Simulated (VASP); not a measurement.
A run of VASP 6.6.1 is set up as follows.

Contents of INCAR:

```
ALGO = Normal
EDIFF = 1E-7
ENCUT = 520
GGA = PE
ISIF = 2
ISMEAR = 0
LASPH = True
LCHARG = False
LREAL = False
LWAVE = False
NBANDS = 11
NELM = 60
PREC = Accurate
SIGMA = 0.05
```

The input KPOINTS:

```
k-points
0
Gamma
  8 8 8
```

Contents of POSCAR:

```
MgS
1.0
    0.0000000000      2.5236005000      2.5236005000
    2.5236005000      0.0000000000      2.5236005000
    2.5236005000      2.5236005000      0.0000000000
Mg S
1 1
Direct
    0.0000000000      0.0000000000      0.0000000000
    0.5000000000      0.5000000000      0.5000000000
```

Potentials or basis: VASP PAW PBE potentials, release 64 (Mg, S).

Command:

```sh
$ cat potpaw_PBE.64/Mg/POTCAR potpaw_PBE.64/S/POTCAR > POTCAR
$ mpirun -np 1 vasp_std > vasp.out
```

Q: Estimate the pressure.

A: 9.5 GPa.

Q: Estimate the band gap on the k mesh.

A: 2.97 eV, indirect (least direct gap 4.48 eV).

Caveat: the cell differs from its parent crystal (strain -0.030 along x and y, -0.030 along z). A k mesh can miss the band edges.
